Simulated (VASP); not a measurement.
Write the native input for VASP 6.6.1 that does the following.

```
Task                   : single point
Functional             : PBEsol
Potentials or basis    : VASP PAW PBE potentials, release 64 (Ti_sv, Al)
Cutoff                 : 520 eV
k mesh                 : 10 × 10 × 3
Occupations            : fermi-dirac, width 0.05 eV
Spin                   : no spin polarisation
Dipole correction      : no
Further INCAR settings : ALGO = Normal; EDIFF = 1e-07; NBANDS = 28
```

The structure of Ti3Al lies in POSCAR:

```
Ti3Al
1.0
    2.9660669332      0.0000000000      0.0000000000
   -1.4830334666      2.5686893135      0.0000000000
    0.0000000000      0.0000000000      9.3477754233
Ti Al
3 1
Direct
    0.3333333333      0.6666666667      0.2494060000
    0.3333333333      0.6666666667      0.7505940000
    0.6666666667      0.3333333333      0.0000000000
    0.6666666667      0.3333333333      0.5000000000
```

This cell differs from its parent crystal: volume scaled by 1.04.

One way to write it, as run:

INCAR

```
ALGO = Normal
EDIFF = 1E-7
ENCUT = 520
GGA = PS
ISIF = 2
ISMEAR = -1
LASPH = T
LCHARG = F
LREAL = F
LWAVE = F
NBANDS = 28
NELM = 100
PREC = Accurate
SIGMA = 0.05
```

KPOINTS

```
k-points
0
Gamma
  10 10 3
```

Potentials or basis: VASP PAW PBE potentials, release 64 (Ti_sv, Al).

The run is started by

```sh
$ cat potpaw_PBE.64/Ti_sv/POTCAR potpaw_PBE.64/Al/POTCAR > POTCAR
$ mpirun -np 1 vasp_std > vasp.out
```

It gave:

```yaml
Pressure: -7.3 GPa
Largest_force: 0.111 eV/Å
```

Caveat: the PAW data sets were made with another functional, which shifts forces and pressure a little.

Run time: 73 s on 1 thread of Intel Xeon 6975P-C (shared host), peak memory 0.21 GiB.
